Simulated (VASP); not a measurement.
Runs of VASP 6.6.1 on Pt. The structure is that of space group Fm-3m (No. 225), or close to it. The cells are those of the table. 

```csv
cell,gap on the mesh (eV),pressure (GPa)
"a = 2.804, b = 2.804, c = 2.769 Å, angles 60.4, 60.4, 59.2°, 1 atom",none,-0.8
"a = 2.770, b = 2.770, c = 2.700 Å, angles 60.8, 60.8, 58.3°, 1 atom",none,15.0
"a = 2.734, b = 2.734, c = 2.769 Å, angles 59.6, 59.6, 60.8°, 1 atom",none,14.5
"a = 2.805, b = 2.805, c = 2.700 Å, angles 61.2, 61.2, 57.5°, 1 atom",none,(a)
```

Alike in all rows: task single point; level r2SCAN; potentials or basis VASP PAW PBE potentials, release 64 (Pt); no spin polarisation; k mesh 20 × 20 × 20; cutoff (eV) 520; smearing gaussian 0.15 eV.

Q: Estimate the missing entries.

A: (a) 7.5.

Caveats: the PAW data sets were made with another functional, which shifts forces and pressure a little; spin-orbit coupling is left out, which moves the levels of the heavy elements; the stress differs along the axes, from 11 to 17 GPa (at least some runs); the cell stands under pressure (at least some runs); the stress differs along the axes, from 1 to 11 GPa (at least some runs).

A k mesh can miss the band edges, and the runs leave out spin-orbit coupling on Pt.

A gap of «none» marks levels without a gap at the run's occupations.
